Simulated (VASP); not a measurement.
Input of a VASP 6.6.1 run:

INCAR

```
ALGO     = Normal         # electronic algorithm
EDIFF    = 1E-7           # SCF threshold, eV
ENCUT    = 520            # plane-wave cutoff, eV
GGA      = PS             # functional
ISIF     = 2              # what is computed and relaxed
ISMEAR   = -1             # smearing method
LASPH    = True           # aspherical terms in the spheres
LCHARG   = False          # write CHGCAR
LREAL    = False          # projectors in reciprocal space
LWAVE    = False          # write WAVECAR
NBANDS   = 14             # bands
NELM     = 100            # most SCF steps
PREC     = Accurate       # precision mode
SIGMA    = 0.05           # smearing width, eV
```

KPOINTS

```
k-points
0
Gamma
  10 10 10
```

Contents of POSCAR:

```
HfC
1.0
    0.0000000000      2.2775377028      2.2775377028
    2.2775377028      0.0000000000      2.2775377028
    2.2775377028      2.2775377028      0.0000000000
Hf C
1 1
Direct
    0.5000000000      0.5000000000      0.5000000000
    0.0000000000      0.0000000000      0.0000000000
```

Potentials or basis: VASP PAW PBE potentials, release 64 (Hf_pv, C).

The run is started by

```sh
$ cat potpaw_PBE.64/Hf_pv/POTCAR potpaw_PBE.64/C/POTCAR > POTCAR
$ mpirun -np 1 vasp_std > vasp.out
```

**Question.** Estimate the band gap on the k mesh.

**Answer.** Zero (band 7 reaches 7.35 eV, above the bottom of band 8 at 5.90 eV).

**Question.** Estimate the pressure.

**Answer.** 8.9 GPa.

Caveat: the PAW data sets were made with another functional, which shifts forces and pressure a little; spin-orbit coupling is left out, which moves the levels of the heavy elements.
